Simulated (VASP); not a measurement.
## Mg3SnO: single point with PBE

Crystal: Mg3SnO.

```
CELL_PARAMETERS angstrom
4.38881 0.00000 0.00000
0.00000 4.38881 0.00000
0.00000 0.00000 4.38881
ATOMIC_POSITIONS crystal
Sn 0.00000 0.00000 0.00000
O 0.50000 0.50000 0.50000
Mg 0.50000 0.50000 0.00000
Mg 0.50000 0.00000 0.50000
Mg 0.00000 0.50000 0.50000
```

* Program: VASP 6.6.1
* Task: single point
* Functional: PBE
* Potentials or basis: VASP PAW PBE potentials, release 64 (Sn_d, O, Mg)
* Cutoff: 520 eV
* k mesh: 6 × 6 × 6
* Occupations: fermi-dirac, width 0.02 eV
* Spin: no spin polarisation
* Dipole correction: no
* Further INCAR settings: ALGO = Normal; EDIFF = 1e-06; NBANDS = 21

```yaml
Pressure: -0.3 GPa
Band_gap_on_the_k_mesh: zero (band 13 reaches 6.05 eV, above the bottom of band 14 at 5.65 eV)
```

Levels at points of the mesh, in eV from the Fermi level:
```
           k point  band 11  band 12  band 13  band 14  band 15  band 16
(0.00, 0.00, 0.00)    -0.52    -0.52    -0.52     0.41     0.41     1.42
(0.50, 0.00, 0.00)    -4.98    -0.69    -0.69     1.66     2.80     3.09
(0.50, 0.50, 0.00)    -2.67    -2.67    -0.83     0.39     2.40     2.79
(0.50, 0.50, 0.50)    -3.54    -3.54    -3.54     1.34     1.34     1.34
```

Wall time 59 s on 1 thread of Intel(R) Xeon(R) Platinum 8488C (Sapphire Rapids), on a shared host, peak memory 0.22 GiB.

Caveat: spin-orbit coupling is left out, which moves the levels of the heavy elements.
